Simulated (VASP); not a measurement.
# CaSe (Fm-3m) in VASP: notebook

Aim: see how the results for CaSe move with the level of theory and the settings. Levels: PBE-based screened hybrid with 75 % exact exchange, HSE06. Tasks: single point.

Program: VASP 6.6.1. These are calculated values, not measurements. Logs are shortened: lines on timing, memory, paths and dates and some standing lists are left out, and cuts for length are marked.

**1. The cell of the first run**

The structure is cubic, space group Fm-3m (No. 225). The conventional cell has a = 5.935 Å, b = 5.935 Å, c = 5.935 Å, α = 90.00°, β = 90.00°, γ = 90.00°. Ca (site symmetry m-3m) has 6 Se at 2.97 Å within 3.9 Å. Se (site symmetry m-3m) has 6 Ca at 2.97 Å within 3.9 Å.

**2. Single point, PBE-based screened hybrid with 75 % exact exchange**

The input, POSCAR:

```
CaSe
1.0
    0.0000000000      2.9675306017      2.9675306017
    2.9675306017      0.0000000000      2.9675306017
    2.9675306017      2.9675306017      0.0000000000
Ca Se
1 1
Direct
    0.0000000000      0.0000000000      0.0000000000
    0.5000000000      0.5000000000      0.5000000000
```

The input, INCAR.step1:

```
ALGO = Normal
EDIFF = 1E-5
ENCUT = 520
GGA = PE
ISIF = 2
ISMEAR = 0
LASPH = T
LCHARG = F
LREAL = F
LWAVE = T
NBANDS = 15
NELM = 80
PREC = Accurate
SIGMA = 0.01
```

The input, INCAR.step2:

```
AEXX = 0.75
ALGO = Normal
EDIFF = 1E-6
ENCUT = 520
GGA = PE
HFSCREEN = 0.2078
ISIF = 2
ISMEAR = 0
ISTART = 1
LASPH = T
LCHARG = F
LHFCALC = T
LREAL = F
LWAVE = F
NBANDS = 15
NELM = 80
PREC = Accurate
PRECFOCK = Normal
SIGMA = 0.01
```

The input, KPOINTS:

```
k-points
0
Gamma
  4 4 4
```

Potentials or basis: VASP PAW PBE potentials, release 64 (Ca_sv, Se).

Run with:

```console
$ cat potpaw_PBE.64/Ca_sv/POTCAR potpaw_PBE.64/Se/POTCAR > POTCAR
$ cp INCAR.step1 INCAR
$ mpirun -np 1 vasp_std > vasp.out
$ cp INCAR.step2 INCAR
$ mpirun -np 1 vasp_std > vasp.out
```

OUTCAR:

```text
AEXX = 0.75
   EDIFF = 1E-6
   ENCUT = 520
   GGA = PE
   HFSCREEN = 0.2078
   ISIF = 2
   ISMEAR = 0
   ISTART = 1
   LASPH = T
   LHFCALC = T
   LREAL = F
   NELM = 80
   PREC = Accurate
   PRECFOCK = Normal

 ion  position               nearest neighbor table
   1  0.000  0.000  0.000-   2 2.97   2 2.97   2 2.97   2 2.97   2 2.97   2 2.97
   2  0.500  0.500  0.500-   1 2.97   1 2.97   1 2.97   1 2.97   1 2.97   1 2.97

  LATTYP: Found a face centered cubic cell.
 ALAT       =     5.9350612034

  Lattice vectors:

 A1 = (   0.0000000000,   2.9675306017,   2.9675306017)
 A2 = (   2.9675306017,   0.0000000000,   2.9675306017)
 A3 = (   2.9675306017,   2.9675306017,   0.0000000000)

Analysis of symmetry for initial positions (statically):
=====================================================================
 Subroutine PRICEL returns:
 Original cell was already a primitive cell.

 Routine SETGRP: Setting up the symmetry group for a
 face centered cubic supercell.

 Subroutine GETGRP returns: Found 48 space group operations
 (whereof 48 operations were pure point group operations)
 out of a pool of 48 trial point group operations.

The static configuration has the point symmetry O_h .

Analysis of symmetry for dynamics (positions and initial velocities):
=====================================================================
 Subroutine PRICEL returns:
 Original cell was already a primitive cell.

 Routine SETGRP: Setting up the symmetry group for a
 face centered cubic supercell.

 Subroutine GETGRP returns: Found 48 space group operations
 (whereof 48 operations were pure point group operations)
 out of a pool of 48 trial point group operations.

The dynamic configuration has the point symmetry O_h .

 Subroutine INISYM returns: Found 48 space group operations
 (whereof 48 operations are pure point group operations),
 and found     1 'primitive' translations

----------------------------------------------------------------------------------------

                                     Primitive cell

  volume of cell :      52.2656

  direct lattice vectors                    reciprocal lattice vectors
     0.000000000  2.967530602  2.967530602    -0.168490259  0.168490259  0.168490259
     2.967530602  0.000000000  2.967530602     0.168490259 -0.168490259  0.168490259
     2.967530602  2.967530602  0.000000000     0.168490259  0.168490259 -0.168490259

  length of vectors
     4.196722024  4.196722024  4.196722024     0.291833689  0.291833689  0.291833689

  position of ions in fractional coordinates (direct lattice)
     0.000000000  0.000000000  0.000000000
     0.500000000  0.500000000  0.500000000

  ion indices of the primitive-cell ions
   primitive index   ion index
                 1           1
                 2           2

----------------------------------------------------------------------------------------

 KPOINTS: k-points

Automatic generation of k-mesh.
 Grid dimensions read from file:
 generate k-points for:    4    4    4

 Generating k-lattice:

  Cartesian coordinates                     Fractional coordinates (reciprocal lattice)
    -0.042122565  0.042122565  0.042122565     0.250000000  0.000000000  0.000000000
     0.042122565 -0.042122565  0.042122565     0.000000000  0.250000000  0.000000000
     0.042122565  0.042122565 -0.042122565     0.000000000  0.000000000  0.250000000

  Length of vectors
     0.072958422  0.072958422  0.072958422

  Shift w.r.t. Gamma in fractional coordinates (k-lattice)
     0.000000000  0.000000000  0.000000000

 Subroutine IBZKPT returns following result:
 ===========================================

 Found      8 irreducible k-points:

 Following reciprocal coordinates:
            Coordinates               Weight
  0.000000  0.000000  0.000000      1.000000
  0.250000  0.000000  0.000000      8.000000
  0.500000  0.000000  0.000000      4.000000
  0.250000  0.250000  0.000000      6.000000
  0.500000  0.250000  0.000000     24.000000
 -0.250000  0.250000  0.000000     12.000000
  0.500000  0.500000  0.000000      3.000000
 -0.250000  0.500000  0.250000      6.000000
   k-points           NKPTS =      8   k-points in BZ     NKDIM =     64   number of bands    NBANDS=     15
   number of dos      NEDOS =    301   number of ions     NIONS =      2
   total plane-waves  NPLWV =  32768
   dimension x,y,z NGX =    32 NGY =   32 NGZ =   32
   dimension x,y,z NGXF=    64 NGYF=   64 NGZF=   64
   ions per type =               1   1
   NGX,Y,Z   is equivalent  to a cutoff of  12.68, 12.68, 12.68 a.u.
   NGXF,Y,Z  is equivalent  to a cutoff of  25.35, 25.35, 25.35 a.u.
 SYSTEM =  unknown system
   PREC   = accura    normal or accurate (medium, high low for compatibility)
   ISTART =      1    job   : 0-new  1-cont  2-samecut
   ICHARG =      0    charge: 1-file 2-atom 10-const
   ISPIN  =      1    spin polarized calculation?
   LNONCOLLINEAR =      F non collinear calculations
   LSORBIT =      F    spin-orbit coupling
   LASPH  =      T    aspherical Exc in radial PAW
   ENCUT  =  520.0 eV  38.22 Ry    6.18 a.u.   7.80  7.80  7.80*2*pi/ulx,y,z
   NELM   =     80;   NELMIN=  2; NELMDL=  0     # of ELM steps
   EDIFF  = 0.1E-05   stopping-criterion for ELM
   LREAL  =      F    real-space projection
   EDIFFG = 0.1E-04   stopping-criterion for IOM
   NSW    =      0    number of steps for IOM
   IBRION =     -1    ionic relax: 0-MD 1-quasi-New 2-CG
   NFREE  =      0    steps in history (QN), initial steepest desc. (CG)
   ISIF   =      2    stress and relaxation
   ISYM   =      3    0-nonsym 1-usesym 2-fastsym
   POTIM  = 0.5000    time-step for ionic-motion
   TEBEG  =    0.0;   TEEND  =   0.0 temperature during run
   PSTRESS=    0.0 pullay stress
   NELECT =      16.0000    total number of electrons
   NUPDOWN=      -1.0000    fix difference up-down
   EMIN   =  10.00;   EMAX   =-10.00  energy-range for DOS
   EFERMI =   0.00;   METHOD = LEGACY
   ISMEAR =     0;   SIGMA  =   0.01  broadening in eV -4-tet -1-fermi 0-gaus
   EFERMI_NEDOS =   21; number of points for ismear=-14 and -15
   IALGO  =     38    algorithm
   IMIX   =      1    mixing-type and parameters
     AMIX     =   0.40;   BMIX     =  1.00
     AMIX_MAG =   1.60;   BMIX_MAG =  1.00
  volume/ion in A,a.u.               =      26.13       176.35
  Fermi-wavevector in a.u.,A,eV,Ry     =   1.103341  2.085012 16.563196  1.217361
  Thomas-Fermi vector in A             =   2.239797
   LORBIT       =      0    0 simple, 1 ext, 2 COOP (PROOUT), +10 PAW based schemes
   GGA     = PE    functional components
   LHFCALC =     T    Hartree Fock is set to
   PRECFOCK=normal    Normal, Fast or Accurate (Low or Medium for compatibility)
   ENCUT4O =  -1.0   cutoff for four orbital integrals eV
   NKREDX  =     1    reduce k-point grid by
   NKREDY  =     1    reduce k-point grid by
   NKREDZ  =     1    reduce k-point grid by
   AEXX    =    0.7500 exact exchange contribution
   HFSCREEN=    0.2078 screening length (either q_TF or 0.3 A-1)
   HFSCREENC=   0.2078 screening length for correlation (either q_TF or 0.3 A-1)
   ENCUTFOCK=  -1.0 apply spherical cutoff to Coloumb kernel
   IVDW    =     0    specifies the selected vdW correction
   LEPSILON=     F    determine dielectric tensor
   LRPA    =     F    only Hartree local field effects (RPA)
 non-spin polarized calculation
 Gauss-broadening in eV      SIGMA  =   0.01
  energy-cutoff  :      520.00
  volume of cell :       52.27
 maximum number of plane-waves:      1424
  NGX = 24; NGY = 24; NGZ = 24

 number of electron      15.9999997 magnetization

 Free energy of the ion-electron system (eV)
  ---------------------------------------------------
  ext. energy  EPLUGINS =         0.00000000
  ---------------------------------------------------
  free energy    TOTEN  =       -13.38784849 eV

  energy without entropy =      -13.38784849  energy(sigma->0) =      -13.38784849

 E-fermi :   0.5481     XC(G=0):  -4.5636

 val. band max:        0.4801873628   @ k =   0.0000   0.0000   0.0000
 cond. band min:       5.5518839032   @ k =   0.5000   0.5000   0.0000
 fundamental gap:      5.0716965404
 Fermi energy:         0.5481045213

 k-point     1 :       0.0000    0.0000    0.0000
  band No.  band energies     occupation
      1     -48.1645      2.00000
      2     -24.7399      2.00000
      3     -24.7399      2.00000
      4     -24.7399      2.00000
      5     -14.4857      2.00000
      6       0.4802      2.00000
      7       0.4802      2.00000
      8       0.4802      2.00000
      9       6.8576      0.00000
     10       7.9669      0.00000
     11       7.9669      0.00000
     12       7.9669      0.00000
     13       8.8479      0.00000
     14       8.8479      0.00000
     15      13.3617      0.00000

 k-point     2 :       0.2500    0.0000    0.0000
  band No.  band energies     occupation
      1     -48.1605      2.00000
      2     -24.8153      2.00000
      3     -24.7414      2.00000
      4     -24.7414      2.00000
      5     -14.0317      2.00000
      6      -1.8421      2.00000
      7      -0.2373      2.00000
      8      -0.2373      2.00000
      9       7.4827      0.00000
     10       8.9730      0.00000
     11       8.9730      0.00000
     12       9.8659      0.00000
     13      10.4653      0.00000
     14      10.4653      0.00000
     15      14.2723      0.00000

 k-point     3 :       0.5000    0.0000    0.0000
  band No.  band energies     occupation
      1     -48.1566      2.00000
      2     -24.8882      2.00000
      3     -24.7429      2.00000
      4     -24.7429      2.00000
      5     -13.5146      2.00000
      6      -3.5361      2.00000
      7      -0.8131      2.00000
      8      -0.8131      2.00000
      9       7.7927      0.00000
     10      10.5451      0.00000
     11      10.9058      0.00000
     12      10.9058      0.00000
     13      11.7662      0.00000
     14      12.7517      0.00000
     15      13.4276      0.00000

 k-point     4 :       0.2500    0.2500    0.0000
  band No.  band energies     occupation
      1     -48.1591      2.00000
      2     -24.7990      2.00000
      3     -24.7600      2.00000
      4     -24.7600      2.00000
      5     -13.9775      2.00000
      6      -1.9943      2.00000
      7      -0.2508      2.00000
      8      -0.2508      2.00000
      9       6.4906      0.00000
     10       8.4812      0.00000
     11       9.4020      0.00000
     12      10.3264      0.00000
     13      10.3264      0.00000
     14      12.2842      0.00000
     15      13.8968      0.00000

 k-point     5 :       0.5000    0.2500    0.0000
  band No.  band energies     occupation
      1     -48.1551      2.00000
      2     -24.8487      2.00000
      3     -24.7796      2.00000
      4     -24.7621      2.00000
      5     -13.5845      2.00000
      6      -2.7675      2.00000
      7      -1.4148      2.00000
      8      -0.7704      2.00000
      9       7.2175      0.00000
     10      10.3291      0.00000
     11      10.5276      0.00000
     12      10.8015      0.00000
     13      11.2906      0.00000
     14      11.4814      0.00000
     15      13.3894      0.00000

 k-point     6 :      -0.2500    0.2500    0.0000
  band No.  band energies     occupation
      1     -48.1565      2.00000
      2     -24.8411      2.00000
      3     -24.7854      2.00000
      4     -24.7436      2.00000
      5     -13.6408      2.00000
      6      -2.6939      2.00000
      7      -1.2994      2.00000
      8      -0.7601      2.00000
      9       8.9775      0.00000
     10       9.4484      0.00000
     11       9.7120      0.00000
     12       9.7392      0.00000
     13      11.0699      0.00000
     14      13.3841      0.00000
     15      14.1874      0.00000

 k-point     7 :       0.5000    0.5000    0.0000
  band No.  band energies     occupation
      1     -48.1536      2.00000
      2     -24.8435      2.00000
      3     -24.7811      2.00000
      4     -24.7811      2.00000
      5     -13.6493      2.00000
      6      -2.7349      2.00000
      7      -0.7234      2.00000
      8      -0.7234      2.00000
      9       5.5519      0.00000
     10       8.5793      0.00000
     11      10.0704      0.00000
     12      11.5896      0.00000
     13      11.7718      0.00000
     14      11.7718      0.00000
     15      14.3209      0.00000

 k-point     8 :      -0.2500    0.5000    0.2500
  band No.  band energies     occupation
      1     -48.1537      2.00000
      2     -24.8118      2.00000
      3     -24.8118      2.00000
      4     -24.7876      2.00000
      5     -13.5308      2.00000
      6      -1.9689      2.00000
      7      -1.9689      2.00000
      8      -1.4898      2.00000
      9       8.6486      0.00000
     10       8.6486      0.00000
     11       9.4904      0.00000
     12      11.1412      0.00000
     13      11.7891      0.00000
     14      12.9754      0.00000
     15      13.9978      0.00000

------------------------ aborting loop because EDIFF is reached ----------------------------------------

  FORCE on cell =-STRESS in cart. coord.  units (eV):
  Direction    XX          YY          ZZ          XY          YZ          ZX
  --------------------------------------------------------------------------------------
  -------------------------------------------------------------------------------------
  Total       -0.2506655     -0.2506655     -0.2506655      0.0000000     -0.0000000      0.0000000
  in kB       -7.6840398     -7.6840398     -7.6840398      0.0000000     -0.0000000      0.0000000
  external PRESSURE =      -7.6840398 kB  Pullay stress =       0.0000000 kB

 VOLUME and BASIS-vectors are now :
 -----------------------------------------------------------------------------
  energy-cutoff  :      520.00
  volume of cell :       52.27
      direct lattice vectors                 reciprocal lattice vectors
     0.000000000  2.967530602  2.967530602    -0.168490259  0.168490259  0.168490259
     2.967530602  0.000000000  2.967530602     0.168490259 -0.168490259  0.168490259
     2.967530602  2.967530602  0.000000000     0.168490259  0.168490259 -0.168490259

 POSITION                                       TOTAL-FORCE (eV/Angst)
 -----------------------------------------------------------------------------------
      0.00000      0.00000      0.00000         0.000000      0.000000      0.000000
      2.96753      2.96753      2.96753         0.000000      0.000000     -0.000000
 -----------------------------------------------------------------------------------
    total drift:                                0.000001      0.000002      0.000005

  FREE ENERGIE OF THE ION-ELECTRON SYSTEM (eV)
  ---------------------------------------------------
  free  energy   TOTEN  =       -13.3878484877 eV

  energy  without entropy=      -13.3878484877  energy(sigma->0) =      -13.38784849
```

It took 5.3 min on 1 thread of Intel Xeon Platinum 8488C (Sapphire Rapids), shared host; peak memory 0.27 GiB.

What came out:

| Item | Value |
| --- | --- |
| Free energy | -13.3878 eV |
| Pressure | -0.8 GPa |
| Band gap on the k mesh | 5.07 eV (least direct gap 6.28 eV) |

Caveat: the k points lie up to 0.46 Å⁻¹ apart; the PAW data sets were made with another functional, which shifts forces and pressure a little.

**3. Single point, HSE06**

POSCAR is that of step 2.

The input, INCAR.step1:

```
SYSTEM = CaSe
PREC = Accurate ; ENCUT = 520
EDIFF = 1E-5 ; ISMEAR = 0
SIGMA = 0.2 ; LREAL = .FALSE.
LASPH = .TRUE. ; NELM = 60
ALGO = Normal ; ISIF = 2
LWAVE = .TRUE. ; NBANDS = 15
GGA = PE
```

The input, INCAR.step2:

```
SYSTEM = CaSe
PREC = Accurate ; ENCUT = 520
EDIFF = 1E-7 ; ISMEAR = 0
SIGMA = 0.2 ; LREAL = .FALSE.
LASPH = .TRUE. ; NELM = 60
ALGO = Normal ; ISIF = 2
LWAVE = .FALSE. ; LCHARG = .TRUE.
GGA = PE ; LHFCALC = .TRUE.
HFSCREEN = 0.2079 ; PRECFOCK = Normal
LELF = .TRUE. ; LVHAR = .TRUE.
NBANDS = 15 ; ISTART = 1
```

The input, KPOINTS:

```
regular mesh
0
G
  4 4 4
  0 0 0
```

Potentials or basis: VASP PAW PBE potentials, release 64 (Ca_sv, Se).

Run with:

```console
$ cat potpaw_PBE.64/Ca_sv/POTCAR potpaw_PBE.64/Se/POTCAR > POTCAR
$ cp INCAR.step1 INCAR
$ mpirun -np 1 vasp_std > vasp.out
$ cp INCAR.step2 INCAR
$ mpirun -np 1 vasp_std > vasp.out
```

Wall time 4.3 min (1 thread of Intel Xeon Platinum 8488C (Sapphire Rapids), shared host); peak memory 0.27 GiB.

Results (log left out):

- Free energy: -10.6758 eV
- Pressure: 0.3 GPa
- Band gap on the k mesh: 3.01 eV (least direct gap 4.04 eV)

Levels at points of the mesh, in eV from the valence-band top:
```tsv
k point	band 6	band 7	band 8	band 9	band 10	band 11
(0.00, 0.00, 0.00)	0.00	0.00	0.00	4.24	4.93	4.93
(0.50, 0.00, 0.00)	-3.54	-1.23	-1.23	5.37	6.96	7.08
(0.50, 0.50, 0.00)	-2.76	-1.03	-1.03	3.01	5.98	6.47
```

Caveat: the k points lie up to 0.46 Å⁻¹ apart; the PAW data sets were made with another functional, which shifts forces and pressure a little.
